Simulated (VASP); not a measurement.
# BiAs (rocksalt type) (Fm-3m) in VASP: notebook, part 2 of 2

VASP 6.6.1. The steps go on from the part before.

### 4 Single point, PBE (volume scaled by 0.9)

File INCAR:

```
SYSTEM = BiAs
ALGO = Normal
EDIFF = 1E-6
ENCUT = 520
GGA = PE
ISIF = 2
ISMEAR = -1
LASPH = .TRUE.
LCHARG = .FALSE.
LREAL = .FALSE.
LWAVE = .FALSE.
NBANDS = 17
NELM = 60
PREC = Accurate
SIGMA = 0.05
```

File KPOINTS:

```
k-points
0
G
  13 13 13
  0 0 0
```

File POSCAR:

```
BiAs
1.0
    0.0000000000      2.9123022737      2.9123022737
    2.9123022737      0.0000000000      2.9123022737
    2.9123022737      2.9123022737      0.0000000000
Bi As
1 1
Direct
    0.0000000000      0.0000000000      0.0000000000
    0.5000000000      0.5000000000      0.5000000000
```

Potentials or basis: VASP PAW PBE potentials, release 64 (Bi_d, As).

Started as:

```sh
$ cat potpaw_PBE.64/Bi_d/POTCAR potpaw_PBE.64/As/POTCAR > POTCAR
$ mpirun -np 1 vasp_std > vasp.out
```

OUTCAR:

```text
SYSTEM = BiAs
   EDIFF = 1E-6
   ENCUT = 520
   GGA = PE
   ISIF = 2
   ISMEAR = -1
   LASPH = .TRUE.
   LREAL = .FALSE.
   NELM = 60
   PREC = Accurate

 ion  position               nearest neighbor table
   1  0.000  0.000  0.000-   2 2.91   2 2.91   2 2.91   2 2.91   2 2.91   2 2.91
   2  0.500  0.500  0.500-   1 2.91   1 2.91   1 2.91   1 2.91   1 2.91   1 2.91

  LATTYP: Found a face centered cubic cell.
 ALAT       =     5.8246045474

  Lattice vectors:

 A1 = (   0.0000000000,   2.9123022737,   2.9123022737)
 A2 = (   2.9123022737,   0.0000000000,   2.9123022737)
 A3 = (   2.9123022737,   2.9123022737,   0.0000000000)

Analysis of symmetry for initial positions (statically):
=====================================================================
 Subroutine PRICEL returns:
 Original cell was already a primitive cell.

 Routine SETGRP: Setting up the symmetry group for a
 face centered cubic supercell.

 Subroutine GETGRP returns: Found 48 space group operations
 (whereof 48 operations were pure point group operations)
 out of a pool of 48 trial point group operations.

The static configuration has the point symmetry O_h .

Analysis of symmetry for dynamics (positions and initial velocities):
=====================================================================
 Subroutine PRICEL returns:
 Original cell was already a primitive cell.

 Routine SETGRP: Setting up the symmetry group for a
 face centered cubic supercell.

 Subroutine GETGRP returns: Found 48 space group operations
 (whereof 48 operations were pure point group operations)
 out of a pool of 48 trial point group operations.

The dynamic configuration has the point symmetry O_h .

 Subroutine INISYM returns: Found 48 space group operations
 (whereof 48 operations are pure point group operations),
 and found     1 'primitive' translations

----------------------------------------------------------------------------------------

                                     Primitive cell

  volume of cell :      49.4014

  direct lattice vectors                    reciprocal lattice vectors
     0.000000000  2.912302274  2.912302274    -0.171685475  0.171685475  0.171685475
     2.912302274  0.000000000  2.912302274     0.171685475 -0.171685475  0.171685475
     2.912302274  2.912302274  0.000000000     0.171685475  0.171685475 -0.171685475

  length of vectors
     4.118617373  4.118617373  4.118617373     0.297367966  0.297367966  0.297367966

  position of ions in fractional coordinates (direct lattice)
     0.000000000  0.000000000  0.000000000
     0.500000000  0.500000000  0.500000000

  ion indices of the primitive-cell ions
   primitive index   ion index
                 1           1
                 2           2

----------------------------------------------------------------------------------------

 KPOINTS: k-points

Automatic generation of k-mesh.
 Grid dimensions read from file:
 generate k-points for:   13   13   13

 Generating k-lattice:

  Cartesian coordinates                     Fractional coordinates (reciprocal lattice)
    -0.013206575  0.013206575  0.013206575     0.076923077  0.000000000  0.000000000
     0.013206575 -0.013206575  0.013206575     0.000000000  0.076923077  0.000000000
     0.013206575  0.013206575 -0.013206575     0.000000000  0.000000000  0.076923077

  Length of vectors
     0.022874459  0.022874459  0.022874459

  Shift w.r.t. Gamma in fractional coordinates (k-lattice)
     0.000000000  0.000000000  0.000000000

 Subroutine IBZKPT returns following result:
 ===========================================

 Found     84 irreducible k-points:

 Following reciprocal coordinates:
            Coordinates               Weight
  0.000000  0.000000  0.000000      1.000000
  0.076923  0.000000  0.000000      8.000000
  0.153846  0.000000  0.000000      8.000000
  0.230769  0.000000  0.000000      8.000000
  0.307692  0.000000  0.000000      8.000000
  0.384615  0.000000  0.000000      8.000000
[... 16 lines left out ...]
  0.384615  0.153846  0.000000     24.000000
  0.461538  0.153846  0.000000     24.000000
 [... further k-points ...]
   k-points           NKPTS =     84   k-points in BZ     NKDIM =     84   number of bands    NBANDS=     17
   number of dos      NEDOS =    301   number of ions     NIONS =      2
   total plane-waves  NPLWV =  32768
   dimension x,y,z NGX =    32 NGY =   32 NGZ =   32
   dimension x,y,z NGXF=    64 NGYF=   64 NGZF=   64
   ions per type =               1   1
   NGX,Y,Z   is equivalent  to a cutoff of  12.92, 12.92, 12.92 a.u.
   NGXF,Y,Z  is equivalent  to a cutoff of  25.83, 25.83, 25.83 a.u.
 SYSTEM =  BiAs
   PREC   = accura    normal or accurate (medium, high low for compatibility)
   ISTART =      0    job   : 0-new  1-cont  2-samecut
   ICHARG =      2    charge: 1-file 2-atom 10-const
   ISPIN  =      1    spin polarized calculation?
   LNONCOLLINEAR =      F non collinear calculations
   LSORBIT =      F    spin-orbit coupling
   LASPH  =      T    aspherical Exc in radial PAW
   ENCUT  =  520.0 eV  38.22 Ry    6.18 a.u.   7.66  7.66  7.66*2*pi/ulx,y,z
   NELM   =     60;   NELMIN=  2; NELMDL= -5     # of ELM steps
   EDIFF  = 0.1E-05   stopping-criterion for ELM
   LREAL  =      F    real-space projection
   EDIFFG = 0.1E-04   stopping-criterion for IOM
   NSW    =      0    number of steps for IOM
   IBRION =     -1    ionic relax: 0-MD 1-quasi-New 2-CG
   NFREE  =      0    steps in history (QN), initial steepest desc. (CG)
   ISIF   =      2    stress and relaxation
   ISYM   =      2    0-nonsym 1-usesym 2-fastsym
   POTIM  = 0.5000    time-step for ionic-motion
   TEBEG  =    0.0;   TEEND  =   0.0 temperature during run
   PSTRESS=    0.0 pullay stress
   NELECT =      20.0000    total number of electrons
   NUPDOWN=      -1.0000    fix difference up-down
   EMIN   =  10.00;   EMAX   =-10.00  energy-range for DOS
   EFERMI =   0.00;   METHOD = LEGACY
   ISMEAR =    -1;   SIGMA  =   0.05  broadening in eV -4-tet -1-fermi 0-gaus
   EFERMI_NEDOS =   21; number of points for ismear=-14 and -15
   IALGO  =     38    algorithm
   IMIX   =      4    mixing-type and parameters
     AMIX     =   0.40;   BMIX     =  1.00
     AMIX_MAG =   1.60;   BMIX_MAG =  1.00
  volume/ion in A,a.u.               =      24.70       166.69
  Fermi-wavevector in a.u.,A,eV,Ry     =   1.211077  2.288603 19.955763  1.466707
  Thomas-Fermi vector in A             =   2.346604
   LORBIT       =      0    0 simple, 1 ext, 2 COOP (PROOUT), +10 PAW based schemes
   GGA     = PE    functional components
   LHFCALC =     F    Hartree Fock is set to
   AEXX    =    0.0000 exact exchange contribution
   IVDW    =     0    specifies the selected vdW correction
   LEPSILON=     F    determine dielectric tensor
   LRPA    =     F    only Hartree local field effects (RPA)
 non-spin polarized calculation
  energy-cutoff  :      520.00
  volume of cell :       49.40
 maximum number of plane-waves:      1363
   NGX = 15   NGY = 15   NGZ = 15

 number of electron      19.9999993 magnetization

 Free energy of the ion-electron system (eV)
  ---------------------------------------------------
  ext. energy  EPLUGINS =         0.00000000
  ---------------------------------------------------
  free energy    TOTEN  =        -8.39161101 eV

  energy without entropy =       -8.38881012  energy(sigma->0) =       -8.39021056

 E-fermi :   7.4961     XC(G=0): -10.4004

 val. band max:        7.4360668529   @ k =  -0.2308   0.1538   0.0000
 cond. band min:       7.5295569087   @ k =   0.4615   0.0000   0.0000
 fundamental gap:      0.0934900558
 Fermi energy:         7.4961146087

 k-point     1 :       0.0000    0.0000    0.0000
  band No.  band energies     occupation
      1     -15.6803      2.00000
      2     -15.6803      2.00000
      3     -15.6770      2.00000
      4     -15.6770      2.00000
      5     -15.6770      2.00000
      6      -7.0132      2.00000
[... 9 lines left out ...]
     16      13.1613      0.00000
     17      14.7488      0.00000

 k-point     2 :       0.0769    0.0000    0.0000
  band No.  band energies     occupation
      1     -15.6809      2.00000
      2     -15.6809      2.00000
      3     -15.6767      2.00000
      4     -15.6757      2.00000
      5     -15.6757      2.00000
      6      -6.9398      2.00000
[... 9 lines left out ...]
     16      13.3071      0.00000
     17      15.4037      0.00000
[... 421 lines left out ...]
 k-point    24 :       0.4615    0.1538    0.0000
  band No.  band energies     occupation
      1     -15.7014      2.00000
      2     -15.6870      2.00000
      3     -15.6723      2.00000
      4     -15.6563      2.00000
      5     -15.6496      2.00000
      6      -4.7694      2.00000
[... 9 lines left out ...]
     16      17.7740      0.00000
     17      17.9268      0.00000

 [... further k-points ...]
[... 5 lines left out ...]
  --------------------------------------------------------------------------------------
  -------------------------------------------------------------------------------------
  Total        2.6000491      2.6000491      2.6000491      0.0000000      0.0000000      0.0000000
  in kB       84.3243071     84.3243071     84.3243071      0.0000000      0.0000000      0.0000000
  external PRESSURE =      84.3243071 kB  Pullay stress =       0.0000000 kB

 VOLUME and BASIS-vectors are now :
 -----------------------------------------------------------------------------
  energy-cutoff  :      520.00
  volume of cell :       49.40
      direct lattice vectors                 reciprocal lattice vectors
     0.000000000  2.912302274  2.912302274    -0.171685475  0.171685475  0.171685475
     2.912302274  0.000000000  2.912302274     0.171685475 -0.171685475  0.171685475
     2.912302274  2.912302274  0.000000000     0.171685475  0.171685475 -0.171685475

 POSITION                                       TOTAL-FORCE (eV/Angst)
 -----------------------------------------------------------------------------------
      0.00000      0.00000      0.00000        -0.000000      0.000000      0.000000
      2.91230      2.91230      2.91230         0.000000     -0.000000     -0.000000
 -----------------------------------------------------------------------------------
    total drift:                                0.000000     -0.000000     -0.000000

  FREE ENERGIE OF THE ION-ELECTRON SYSTEM (eV)
  ---------------------------------------------------
  free  energy   TOTEN  =        -8.3916110055 eV

  energy  without entropy=       -8.3888101177  energy(sigma->0) =       -8.39021056
```

stdout:

```text
POSCAR found type information on POSCAR BiAs
 POSCAR found :  2 types and       2 ions
 scaLAPACK will be used
 LDA part: xc-table for (Slater+PW92), standard interpolation
 POSCAR, INCAR and KPOINTS ok, starting setup
 FFT: planning ... GRIDC
 FFT: planning ... GRID_SOFT
 FFT: planning ... GRID
 WAVECAR not read
 entering main loop
```

Wall time 56 s (1 thread of AMD EPYC 7R43 (Zen 3), shared host); peak memory 0.18 GiB.

What came out:

```yaml
Free_energy: -8.3916 eV
Pressure: 8.4 GPa
Band_gap_on_the_k_mesh: 0.09 eV, indirect (least direct gap 0.30 eV)
```

Caveat: the cell differs from its parent crystal (volume scaled by 0.9); spin-orbit coupling is left out, which moves the levels of the heavy elements. A k mesh can miss the band edges.

### 5 Single point, PBE

This run uses another cell than the first one, of 27.45 Å³/atom, 1.429 times its volume.

File INCAR:

```
PREC = Accurate
ENCUT = 520
EDIFF = 1E-7
ISMEAR = -1
SIGMA = 0.05
LREAL = F
LASPH = T
NELM = 100
ALGO = Normal
ISIF = 2
LWAVE = F
LCHARG = F
GGA = PE
NBANDS = 17
```

File KPOINTS:

```
Automatic mesh
0
Gamma
  13 13 13
```

File POSCAR:

```
BiAs
1.0
    0.0000000000      3.0164000973      3.0164000973
    3.0164000973      0.0000000000      3.0164000973
    3.0164000973      3.0164000973      0.0000000000
Bi As
1 1
Direct
    0.0000000000      0.0000000000      0.0000000000
    0.5000000000      0.5000000000      0.5000000000
```

Started as:

```sh
$ cat potpaw_PBE.64/Bi_d/POTCAR potpaw_PBE.64/As/POTCAR > POTCAR
$ mpirun -np 1 vasp_std > vasp.out
```

Run time: 59 s. Hardware: 1 thread of AMD EPYC 7R43 (Zen 3), shared host; peak memory 0.19 GiB.

Results (log left out):

```yaml
Free_energy: -8.5251 eV
Pressure: 0.0 GPa
Band_gap_on_the_k_mesh: 0.15 eV, indirect (least direct gap 0.38 eV)
```

Levels at points of the mesh, in eV from the valence-band top:
| k point | band 8 | band 9 | band 10 | band 11 | band 12 | band 13 |
| --- | --- | --- | --- | --- | --- | --- |
| (0.00, 0.00, 0.00) | -1.48 | -1.48 | -1.48 | 3.72 | 3.72 | 3.72 |

Caveat: spin-orbit coupling is left out, which moves the levels of the heavy elements. A k mesh can miss the band edges.

### 6 The runs side by side

```csv
cell,gap on the mesh (eV),pressure (GPa)
"a = 3.788 Å, angles 60.0°, 2 atoms",none,49.4
"a = 3.960 Å, angles 60.0°, 2 atoms",none,23.1
"a = 4.119 Å, angles 60.0°, 2 atoms",0.09,8.4
"a = 4.266 Å, angles 60.0°, 2 atoms",0.15,0.0
```

Alike in all rows: task single point; level PBE; potentials or basis VASP PAW PBE potentials, release 64 (Bi_d, As); no spin polarisation; k mesh 13 × 13 × 13; cutoff (eV) 520; smearing fermi-dirac 0.05 eV.

Caveats: spin-orbit coupling is left out, which moves the levels of the heavy elements.

Total energies depend on the potentials used, so only differences within one code and one set of settings carry meaning.
